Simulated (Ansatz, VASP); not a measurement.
## NiO: VASP beside Ansatz

Contents of INCAR:

```
SYSTEM = NiO
ALGO = Normal
EDIFF = 1E-6
ENCUT = 520
GGA = PE
ISIF = 2
ISMEAR = -1
ISPIN = 2
LASPH = .TRUE.
LCHARG = .FALSE.
LMAXMIX = 4
LORBIT = 11
LREAL = .FALSE.
LWAVE = .FALSE.
MAGMOM = -0.88 0
NBANDS = 19
NELM = 150
PREC = Accurate
SIGMA = 0.05
```

File KPOINTS:

```
k-points
0
G
  11 11 11
  0 0 0
```

Contents of POSCAR:

```
NiO
1.0
    0.0000000000      2.0913095100      2.0913095100
    2.0913095100      0.0000000000      2.0913095100
    2.0913095100      2.0913095100      0.0000000000
Ni O
1 1
Direct
    0.0000000000      0.0000000000      0.0000000000
    0.5000000000      0.5000000000      0.5000000000
```

input.yaml

```yaml
crystal:
  lattice:
    - [0.0, 2.09130951, 2.09130951]
    - [2.09130951, 0.0, 2.09130951]
    - [2.09130951, 2.09130951, 0.0]
  atoms:
    - { symbol: Ni, position: [0.0, 0.0, 0.0], spin: -0.88 }
    - { symbol: O, position: [0.5, 0.5, 0.5] }
hamiltonian:
  xc: pbe
  pseudopotentials: { kind: paw }
magnetization:
  spin_polarized: true
kpoints:
  mp_grid: { grid: [11, 11, 11] }
scf:
  occupations: { method: fermi_dirac, width: 0.05 }
output:
  forces: true
  stress: true
  eigenvalues: true
```

Alike in both runs: task single point; functional PBE; k mesh 11 × 11 × 11; occupations fermi-dirac, width 0.05 eV; collinear spin.

|  | VASP | Ansatz |
| --- | --- | --- |
| version | VASP 6.6.1 | Ansatz 0.2.0 |
| potentials or method | VASP PAW PBE potentials, release 64 (Ni, O) | Ansatz PAW |
| plane-wave cutoff (eV) | 520 | 420 |
| valence electrons in the cell | 16 | 24 |

```csv
,VASP,Ansatz,Ansatz less VASP
gap on the k mesh at the Fermi level (eV),none,none,-
pressure (GPa),3.7,4.3,+0.60
net moment per atom (μB),0.85,0.88,+0.025
size of the moment on the site where the two differ most (μB),0.26,0.28,+0.025
```

Site moments also hang on the region over which each program counts them. A gap of «none» marks a metal or a gap that the smearing closes. VASP's potentials hold 16 valence electrons a cell and Ansatz's 24, so a difference there can come from the potentials and not from the codes.
